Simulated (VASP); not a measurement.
A run of VASP 6.6.1 is set up as follows.

Contents of INCAR:

```
ALGO = Normal
EDIFF = 1E-6
EDIFFG = -0.02
ENCUT = 600
IBRION = 2
ISIF = 3
ISMEAR = -1
LASPH = T
LCHARG = F
LREAL = F
LWAVE = F
NELM = 100
NSW = 80
PREC = Accurate
PSTRESS = 300.0
SIGMA = 0.05
```

KPOINTS

```
k-points
0
Gamma
  8 8 8
```

The input POSCAR:

```
BeTe
1.0
    0.0000000000      2.7700000000      2.7700000000
    2.7700000000      0.0000000000      2.7700000000
    2.7700000000      2.7700000000      0.0000000000
Te Be
1 1
Direct
    0.7500000000      0.7500000000      0.7500000000
    0.0000000000      0.0000000000      0.0000000000
```

Potentials or basis: VASP PAW LDA potentials, release 64 (Te, Be).

Launch:

```bash
$ cat potpaw_LDA.64/Te/POTCAR potpaw_LDA.64/Be/POTCAR > POTCAR
$ mpirun -np 1 vasp_std > vasp.out
```

(1) Predict the relaxed cell.

(2) Estimate the band gap on the k mesh.

(3) Predict the space group after relaxing (to 0.05 Å).

(4) Estimate the relaxed volume.

Answers

(1) a = 3.590 Å, b = 3.590 Å, c = 3.590 Å, α = 60.00°, β = 60.00°, γ = 60.00°.

(2) 0.96 eV, indirect (least direct gap 3.18 eV).

(3) F-43m (No. 216).

(4) 16.36 Å³/atom.

Caveat: the cell is relaxed towards a set pressure, so the enthalpy falls and the energy may rise; the volume moved by over 15 % at a fixed basis, so the end points are rough; spin-orbit coupling is left out, which moves the levels of the heavy elements.
